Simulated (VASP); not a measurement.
Crystal: Ru.

```xyz
2
Lattice="2.7058 0.0000 0.0000 -1.3529 2.3433 0.0000 0.0000 0.0000 4.2819" Properties=species:S:1:pos:R:3 pbc="T T T"
Ru    0.0000    1.5622    1.0705
Ru    1.3529    0.7811    3.2114
```

| Quantity | Value |
| --- | --- |
| Program | VASP 6.6.1 |
| Task | relaxation of cell and atoms |
| Functional | PBEsol |
| Potentials or basis | VASP PAW PBE potentials, release 64 (Ru_pv) |
| Cutoff | 600 eV |
| k mesh | 18 × 18 × 10 |
| Occupations | gaussian, width 0.1 eV |
| Spin | no spin polarisation |

At the start: pressure -6.4 GPa; volume 13.57 Å³/atom.

Problem. How do energy, volume and symmetry change on relaxing?

Solution. Over 7 steps the energy falls by 5.3 meV/atom and the volume is 13.32 Å³/atom (-1.9 %); space group P6_3/mmc (No. 194, to 0.05 Å).

The path:
```csv
step,energy change (eV),largest force (eV/Å),pressure (GPa),volume (Å³)
1,0.0000,0.0000,-6.39,27.15
2,0.1010,0.0000,24.33,25.08
3,-0.0107,0.0000,-0.09,26.64
4,-0.0107,0.0000,-0.04,26.63
5,-0.0107,0.0000,0.10,26.62
6,-0.0107,0.0000,-0.32,26.65
7,-0.0107,0.0000,0.03,26.63
```

Final structure:
```
CELL_PARAMETERS angstrom
2.68923 0.00000 0.00000
-1.34462 2.32894 0.00000
0.00000 0.00000 4.25211
ATOMIC_POSITIONS crystal
Ru 0.33333 0.66667 0.25000
Ru 0.66667 0.33333 0.75000
```

Caveat: the PAW data sets were made with another functional, which shifts forces and pressure a little.
